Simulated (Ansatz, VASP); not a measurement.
One calculation of LiCl, two programs

INCAR

```
SYSTEM = LiCl
PREC = Accurate
ENCUT = 750
EDIFF = 1E-6
ISMEAR = 0
SIGMA = 0.02
LREAL = .False.
LASPH = .True.
NELM = 120
ALGO = Normal
ISIF = 2
LWAVE = .False.
LCHARG = .False.
GGA = PE
NBANDS = 12
GGA_COMPAT = .False.
```

The input KPOINTS:

```
Automatic mesh
0
Gamma
  8 8 8
  0 0 0
```

File POSCAR:

```
LiCl
1.0
    0.0000000000      2.6650421160      2.6650421160
    2.6650421160      0.0000000000      2.6650421160
    2.6650421160      2.6650421160      0.0000000000
Li Cl
1 1
Direct
    0.0000000000      0.0000000000      0.0000000000
    0.5000000000      0.5000000000      0.5000000000
```

Input for Ansatz:

```yaml
crystal:
  lattice:
    - [0.0, 2.665042116, 2.665042116]
    - [2.665042116, 0.0, 2.665042116]
    - [2.665042116, 2.665042116, 0.0]
  atoms:
    - { symbol: Li, position: [0.0, 0.0, 0.0] }
    - { symbol: Cl, position: [0.5, 0.5, 0.5] }
basis:
  ecutwfc: 420
kpoints:
  mp_grid: { grid: [8, 8, 8] }
hamiltonian:
  xc: pbe
scf:
  occupations: { method: gaussian, width: 0.02 }
output:
  forces: true
  stress: true
  eigenvalues: true
```

Alike in both runs: task single point; functional PBE; k mesh 8 × 8 × 8; occupations gaussian, width 0.02 eV; no spin polarisation.

|  | VASP | Ansatz |
| --- | --- | --- |
| version | VASP 6.6.1 | Ansatz 0.2.0 |
| potentials or method | VASP PAW PBE potentials, release 64 (Li_sv, Cl), cutoff 750 eV | scalar-relativistic, plane waves, PAW |
| valence electrons in the cell | 10 | 10 |

|  | VASP | Ansatz | Ansatz less VASP |
| --- | --- | --- | --- |
| gap on the k mesh at the Fermi level (eV) | 5.73 | 5.72 | -0.005 |
| least direct gap on the mesh (eV) | 5.73 | 5.72 | -0.005 |
| pressure (GPa) | -2.7 | -2.6 | +0.05 |

The functional is the same, so the differences come from potentials, cutoffs and numerics.
